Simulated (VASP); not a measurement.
# LiCl (Pm-3m) in VASP: settings compared

LiCl is run at these levels: PBEsol, LDA; tasks: single point.

All numbers are computed with VASP 6.6.1; they aren't measurements. Logs are shortened: lines on timing, memory, paths and dates and some standing lists are left out, and cuts for length are marked.

### Step 1. The cell of the first run

The structure is cubic, space group Pm-3m (No. 221). The conventional cell has a = 3.271 Å, b = 3.271 Å, c = 3.271 Å, α = 90.00°, β = 90.00°, γ = 90.00°. Within 3.7 Å of Li (site symmetry m-3m) lie 8 Cl at 2.83 Å and 6 Li at 3.27 Å. Within 3.7 Å of Cl (site symmetry m-3m) lie 8 Li at 2.83 Å and 6 Cl at 3.27 Å.

### Step 2. Single point, PBEsol

Input file INCAR:

```
PREC = Accurate
ENCUT = 520
EDIFF = 1E-6
ISMEAR = 0
SIGMA = 0.01
LREAL = False
LASPH = True
NELM = 100
ALGO = Normal
ISIF = 2
LWAVE = False
LCHARG = True
GGA = PS
LELF = True
LVHAR = True
NBANDS = 12
```

Input file KPOINTS:

```
regular mesh
0
Gamma
  6 6 6
```

Input file POSCAR:

```
LiCl
1.0
    3.2711235777      0.0000000000      0.0000000000
    0.0000000000      3.2711235777      0.0000000000
    0.0000000000      0.0000000000      3.2711235777
Li Cl
1 1
Direct
    0.0000000000      0.0000000000      0.0000000000
    0.5000000000      0.5000000000      0.5000000000
```

Potentials or basis: VASP PAW PBE potentials, release 64 (Li_sv, Cl).

Launch:

```console
> cat potpaw_PBE.64/Li_sv/POTCAR potpaw_PBE.64/Cl/POTCAR > POTCAR
> mpirun -np 1 vasp_std > vasp.out
```

OUTCAR:

```text
PREC = Accurate
   ENCUT = 520
   EDIFF = 1E-6
   ISMEAR = 0
   LREAL = False
   LASPH = True
   NELM = 100
   ISIF = 2
   GGA = PS

 ion  position               nearest neighbor table
   1  0.000  0.000  0.000-
   2  0.500  0.500  0.500-

  LATTYP: Found a simple cubic cell.
 ALAT       =     3.2711235777

  Lattice vectors:

 A1 = (   3.2711235777,   0.0000000000,   0.0000000000)
 A2 = (   0.0000000000,   3.2711235777,   0.0000000000)
 A3 = (   0.0000000000,   0.0000000000,   3.2711235777)

Analysis of symmetry for initial positions (statically):
=====================================================================
 Subroutine PRICEL returns:
 Original cell was already a primitive cell.

 Routine SETGRP: Setting up the symmetry group for a
 simple cubic supercell.

 Subroutine GETGRP returns: Found 48 space group operations
 (whereof 48 operations were pure point group operations)
 out of a pool of 48 trial point group operations.

The static configuration has the point symmetry O_h .

Analysis of symmetry for dynamics (positions and initial velocities):
=====================================================================
 Subroutine PRICEL returns:
 Original cell was already a primitive cell.

 Routine SETGRP: Setting up the symmetry group for a
 simple cubic supercell.

 Subroutine GETGRP returns: Found 48 space group operations
 (whereof 48 operations were pure point group operations)
 out of a pool of 48 trial point group operations.

The dynamic configuration has the point symmetry O_h .

 Subroutine INISYM returns: Found 48 space group operations
 (whereof 48 operations are pure point group operations),
 and found     1 'primitive' translations

----------------------------------------------------------------------------------------

                                     Primitive cell

  volume of cell :      35.0018

  direct lattice vectors                    reciprocal lattice vectors
     3.271123578  0.000000000  0.000000000     0.305705357  0.000000000  0.000000000
     0.000000000  3.271123578  0.000000000     0.000000000  0.305705357  0.000000000
     0.000000000  0.000000000  3.271123578     0.000000000  0.000000000  0.305705357

  length of vectors
     3.271123578  3.271123578  3.271123578     0.305705357  0.305705357  0.305705357

  position of ions in fractional coordinates (direct lattice)
     0.000000000  0.000000000  0.000000000
     0.500000000  0.500000000  0.500000000

  ion indices of the primitive-cell ions
   primitive index   ion index
                 1           1
                 2           2

----------------------------------------------------------------------------------------

 KPOINTS: regular mesh

Automatic generation of k-mesh.
 Grid dimensions read from file:
 generate k-points for:    6    6    6

 Generating k-lattice:

  Cartesian coordinates                     Fractional coordinates (reciprocal lattice)
     0.050950893  0.000000000  0.000000000     0.166666667  0.000000000  0.000000000
     0.000000000  0.050950893  0.000000000     0.000000000  0.166666667  0.000000000
     0.000000000  0.000000000  0.050950893     0.000000000  0.000000000  0.166666667

  Length of vectors
     0.050950893  0.050950893  0.050950893

  Shift w.r.t. Gamma in fractional coordinates (k-lattice)
     0.000000000  0.000000000  0.000000000

 Subroutine IBZKPT returns following result:
 ===========================================

 Found     20 irreducible k-points:

 Following reciprocal coordinates:
            Coordinates               Weight
  0.000000  0.000000  0.000000      1.000000
  0.166667  0.000000  0.000000      6.000000
  0.333333  0.000000  0.000000      6.000000
  0.500000  0.000000  0.000000      3.000000
  0.166667  0.166667  0.000000     12.000000
  0.333333  0.166667  0.000000     24.000000
[... 12 lines left out ...]
  0.500000  0.500000  0.333333      6.000000
  0.500000  0.500000  0.500000      1.000000
   k-points           NKPTS =     20   k-points in BZ     NKDIM =     20   number of bands    NBANDS=     12
   number of dos      NEDOS =    301   number of ions     NIONS =      2
   total plane-waves  NPLWV =  13824
   dimension x,y,z NGX =    24 NGY =   24 NGZ =   24
   dimension x,y,z NGXF=    48 NGYF=   48 NGZF=   48
   ions per type =               1   1
   NGX,Y,Z   is equivalent  to a cutoff of  12.20, 12.20, 12.20 a.u.
   NGXF,Y,Z  is equivalent  to a cutoff of  24.39, 24.39, 24.39 a.u.
 SYSTEM =  unknown system
   PREC   = accura    normal or accurate (medium, high low for compatibility)
   ISTART =      0    job   : 0-new  1-cont  2-samecut
   ICHARG =      2    charge: 1-file 2-atom 10-const
   ISPIN  =      1    spin polarized calculation?
   LNONCOLLINEAR =      F non collinear calculations
   LSORBIT =      F    spin-orbit coupling
   LASPH  =      T    aspherical Exc in radial PAW
   ENCUT  =  520.0 eV  38.22 Ry    6.18 a.u.   6.08  6.08  6.08*2*pi/ulx,y,z
   NELM   =    100;   NELMIN=  2; NELMDL= -5     # of ELM steps
   EDIFF  = 0.1E-05   stopping-criterion for ELM
   LREAL  =      F    real-space projection
   EDIFFG = 0.1E-04   stopping-criterion for IOM
   NSW    =      0    number of steps for IOM
   IBRION =     -1    ionic relax: 0-MD 1-quasi-New 2-CG
   NFREE  =      0    steps in history (QN), initial steepest desc. (CG)
   ISIF   =      2    stress and relaxation
   ISYM   =      2    0-nonsym 1-usesym 2-fastsym
   POTIM  = 0.5000    time-step for ionic-motion
   TEBEG  =    0.0;   TEEND  =   0.0 temperature during run
   PSTRESS=    0.0 pullay stress
   NELECT =      10.0000    total number of electrons
   NUPDOWN=      -1.0000    fix difference up-down
   EMIN   =  10.00;   EMAX   =-10.00  energy-range for DOS
   EFERMI =   0.00;   METHOD = LEGACY
   ISMEAR =     0;   SIGMA  =   0.01  broadening in eV -4-tet -1-fermi 0-gaus
   EFERMI_NEDOS =   21; number of points for ismear=-14 and -15
   IALGO  =     38    algorithm
   IMIX   =      4    mixing-type and parameters
     AMIX     =   0.40;   BMIX     =  1.00
     AMIX_MAG =   1.60;   BMIX_MAG =  1.00
  volume/ion in A,a.u.               =      17.50       118.10
  Fermi-wavevector in a.u.,A,eV,Ry     =   1.078230  2.037558 15.817846  1.162579
  Thomas-Fermi vector in A             =   2.214163
   LORBIT       =      0    0 simple, 1 ext, 2 COOP (PROOUT), +10 PAW based schemes
   GGA     = PS    functional components
   LHFCALC =     F    Hartree Fock is set to
   AEXX    =    0.0000 exact exchange contribution
   IVDW    =     0    specifies the selected vdW correction
   LEPSILON=     F    determine dielectric tensor
   LRPA    =     F    only Hartree local field effects (RPA)
 non-spin polarized calculation
 Gauss-broadening in eV      SIGMA  =   0.01
  energy-cutoff  :      520.00
  volume of cell :       35.00
 maximum number of plane-waves:       968
   NGX = 13   NGY = 13   NGZ = 13

 number of electron      10.0000013 magnetization

 Free energy of the ion-electron system (eV)
  ---------------------------------------------------
  ext. energy  EPLUGINS =         0.00000000
  ---------------------------------------------------
  free energy    TOTEN  =        -7.09487956 eV

  energy without entropy =       -7.09487956  energy(sigma->0) =       -7.09487956

 E-fermi :   1.6781     XC(G=0):  -8.7753

 val. band max:        1.5082592959   @ k =   0.5000   0.5000   0.0000
 cond. band min:       5.7853582448   @ k =   0.0000   0.0000   0.0000
 fundamental gap:      4.2770989489
 Fermi energy:         1.6781401565

 k-point     1 :       0.0000    0.0000    0.0000
  band No.  band energies     occupation
      1     -43.0803      2.00000
      2     -12.7310      2.00000
      3       0.6786      2.00000
      4       0.6786      2.00000
      5       0.6786      2.00000
      6       5.7854      0.00000
      7      10.0270      0.00000
      8      10.0270      0.00000
      9      14.6736      0.00000
     10      14.6736      0.00000
     11      14.6736      0.00000
     12      18.5317      0.00000

 k-point     2 :       0.1667    0.0000    0.0000
  band No.  band energies     occupation
      1     -43.0796      2.00000
      2     -12.6114      2.00000
      3      -0.3584      2.00000
      4       0.7895      2.00000
      5       0.7895      2.00000
      6       6.3787      0.00000
      7      10.3520      0.00000
      8      10.6426      0.00000
      9      13.7164      0.00000
     10      13.7164      0.00000
     11      14.9178      0.00000
     12      18.7254      0.00000

 k-point     3 :       0.3333    0.0000    0.0000
  band No.  band energies     occupation
      1     -43.0781      2.00000
      2     -12.3514      2.00000
      3      -1.8776      2.00000
      4       1.0281      2.00000
      5       1.0281      2.00000
      6       6.9949      0.00000
      7      11.0303      0.00000
      8      11.2293      0.00000
      9      12.2762      0.00000
     10      12.2762      0.00000
     11      17.2232      0.00000
     12      17.2533      0.00000

 k-point     4 :       0.5000    0.0000    0.0000
  band No.  band energies     occupation
      1     -43.0773      2.00000
      2     -12.2090      2.00000
      3      -2.5098      2.00000
      4       1.1573      2.00000
      5       1.1573      2.00000
      6       7.2052      0.00000
      7      10.9197      0.00000
      8      11.6705      0.00000
      9      11.6705      0.00000
     10      11.9396      0.00000
     11      15.7727      0.00000
     12      19.4349      0.00000

 k-point     5 :       0.1667    0.1667    0.0000
  band No.  band energies     occupation
      1     -43.0789      2.00000
      2     -12.4918      2.00000
      3      -0.3152      2.00000
      4      -0.1491      2.00000
      5       0.8946      2.00000
      6       7.0717      0.00000
      7      10.5404      0.00000
      8      10.9337      0.00000
      9      12.8999      0.00000
     10      13.4324      0.00000
     11      15.3636      0.00000
     12      17.1544      0.00000
[... 168 lines left out ...]
      1     -43.0740      2.00000
      2     -11.6191      2.00000
      3      -1.1154      2.00000
      4      -0.8052      2.00000
      5      -0.8052      2.00000
      6       8.0876      0.00000
      7       8.0876      0.00000
      8       8.1007      0.00000
      9      13.6345      0.00000
     10      16.5824      0.00000
     11      16.5824      0.00000
     12      16.9705      0.00000

 k-point    18 :       0.5000    0.3333    0.3333
  band No.  band energies     occupation
      1     -43.0734      2.00000
      2     -11.4878      2.00000
      3      -1.4944      2.00000
      4      -0.8278      2.00000
      5      -0.5690      2.00000
      6       7.2921      0.00000
      7       7.4927      0.00000
      8       8.1035      0.00000
      9      14.0001      0.00000
     10      16.3691      0.00000
     11      16.8564      0.00000
     12      18.5687      0.00000

 k-point    19 :       0.5000    0.5000    0.3333
  band No.  band energies     occupation
      1     -43.0728      2.00000
      2     -11.3608      2.00000
      3      -1.2645      2.00000
      4      -1.2645      2.00000
      5      -0.4700      2.00000
      6       6.5681      0.00000
      7       7.4081      0.00000
      8       7.4081      0.00000
      9      13.8026      0.00000
     10      16.9553      0.00000
     11      18.9133      0.00000
     12      18.9133      0.00000

 k-point    20 :       0.5000    0.5000    0.5000
  band No.  band energies     occupation
      1     -43.0722      2.00000
      2     -11.2396      2.00000
      3      -1.0074      2.00000
      4      -1.0074      2.00000
      5      -1.0074      2.00000
      6       6.5557      0.00000
      7       6.5557      0.00000
      8       6.5557      0.00000
      9      13.4978      0.00000
     10      19.9671      0.00000
     11      19.9671      0.00000
     12      19.9671      0.00000

------------------------ aborting loop because EDIFF is reached ----------------------------------------

  FORCE on cell =-STRESS in cart. coord.  units (eV):
  Direction    XX          YY          ZZ          XY          YZ          ZX
  --------------------------------------------------------------------------------------
  -------------------------------------------------------------------------------------
  Total       -0.2836826     -0.2836826     -0.2836826     -0.0000000     -0.0000000      0.0000000
  in kB      -12.9853153    -12.9853153    -12.9853153     -0.0000000     -0.0000000      0.0000000
  external PRESSURE =     -12.9853153 kB  Pullay stress =       0.0000000 kB

 VOLUME and BASIS-vectors are now :
 -----------------------------------------------------------------------------
  energy-cutoff  :      520.00
  volume of cell :       35.00
      direct lattice vectors                 reciprocal lattice vectors
     3.271123578  0.000000000  0.000000000     0.305705357  0.000000000  0.000000000
     0.000000000  3.271123578  0.000000000     0.000000000  0.305705357  0.000000000
     0.000000000  0.000000000  3.271123578     0.000000000  0.000000000  0.305705357

 POSITION                                       TOTAL-FORCE (eV/Angst)
 -----------------------------------------------------------------------------------
      0.00000      0.00000      0.00000         0.000000      0.000000      0.000000
      1.63556      1.63556      1.63556         0.000000      0.000000      0.000000
 -----------------------------------------------------------------------------------
    total drift:                                0.000000     -0.000000     -0.000000

  FREE ENERGIE OF THE ION-ELECTRON SYSTEM (eV)
  ---------------------------------------------------
  free  energy   TOTEN  =        -7.0948795568 eV

  energy  without entropy=       -7.0948795568  energy(sigma->0) =       -7.09487956
```

Run time: 4.1 s. Hardware: 1 thread of Intel Xeon Platinum 8375C at 2.90GHz (Ice Lake), shared host; peak memory 0.13 GiB.

Results:

| Item | Value |
| --- | --- |
| Free energy | -7.0949 eV |
| Band gap on the k mesh | 4.28 eV, indirect (least direct gap 5.09 eV) |

Levels at points of the mesh, in eV from the valence-band top:
| k point | band 2 | band 3 | band 4 | band 5 | band 6 | band 7 | band 8 | band 9 |
| --- | --- | --- | --- | --- | --- | --- | --- | --- |
| (0.00, 0.00, 0.00) | -14.24 | -0.83 | -0.83 | -0.83 | 4.28 | 8.52 | 8.52 | 13.17 |
| (0.50, 0.00, 0.00) | -13.72 | -4.02 | -0.35 | -0.35 | 5.70 | 9.41 | 10.16 | 10.16 |
| (0.50, 0.50, 0.00) | -13.20 | -3.39 | -3.39 | 0.00 | 5.09 | 9.71 | 9.71 | 10.50 |
| (0.50, 0.50, 0.50) | -12.75 | -2.52 | -2.52 | -2.52 | 5.05 | 5.05 | 5.05 | 11.99 |

Caveat: the cutoff is under 1.25 times the usual one of these potentials, so pressure, stress and relaxed cells hold a basis-set (Pulay) error; the PAW data sets were made with another functional, which shifts forces and pressure a little. A k mesh can miss the band edges.

[end of part 1 of 2]
